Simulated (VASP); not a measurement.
BeCd2Se3, 6 atoms in the cell. The structure is tetragonal, space group P4mm (No. 99). The conventional cell has a = 4.483 Å, b = 4.483 Å, c = 6.665 Å, α = 90.00°, β = 90.00°, γ = 90.00°. Be (site symmetry 4mm) has 5 Se at 2.19 to 2.41 Å within 2.9 Å. Cd (site symmetry 4mm) has 1 Cd at 2.77 Å and 8 Se at 2.85 to 3.65 Å within 3.7 Å. Cd (site symmetry 4mm) has 1 Cd at 2.77 Å and 8 Se at 3.09 to 3.31 Å and 4 Be at 3.40 Å within 3.7 Å. Se (site symmetry 4mm) has 1 Be at 2.19 Å within 2.9 Å. Within 3.2 Å of Se (site symmetry 2mm) lie 2 Be at 2.41 Å and 4 Cd at 2.85 to 3.09 Å and 4 Se at 3.17 Å. The cell was generated, and may not be a known phase.

- Program: VASP 6.6.1
- Task: single point
- Functional: PBE
- Potentials or basis: VASP PAW PBE potentials, release 64 (Be, Cd, Se)
- Cutoff: 520 eV
- k mesh: 4 × 4 × 4
- Occupations: gaussian, width 0.1 eV
- Spin: no spin polarisation
- Dipole correction: no
- Further INCAR settings: ALGO = Normal; EDIFF = 1e-06; NBANDS = 31

Potentials or basis: VASP PAW PBE potentials, release 64 (Be, Cd, Se).

Run with:

```sh
$ cat potpaw_PBE.64/Be/POTCAR potpaw_PBE.64/Cd/POTCAR potpaw_PBE.64/Se/POTCAR > POTCAR
$ mpirun -np 1 vasp_std > vasp.out
```

Hardware: 1 thread of Intel(R) Xeon(R) Platinum 8259CL CPU @ 2.50GHz (Skylake/Cascade Lake) (shared host).

Q: How long does it take, and how much memory?

A: Run time: 75 s on 1 thread of Intel(R) Xeon(R) Platinum 8259CL CPU @ 2.50GHz (Skylake/Cascade Lake) (shared host), peak memory 0.27 GiB. Counts: scf iterations 14, k points 18.
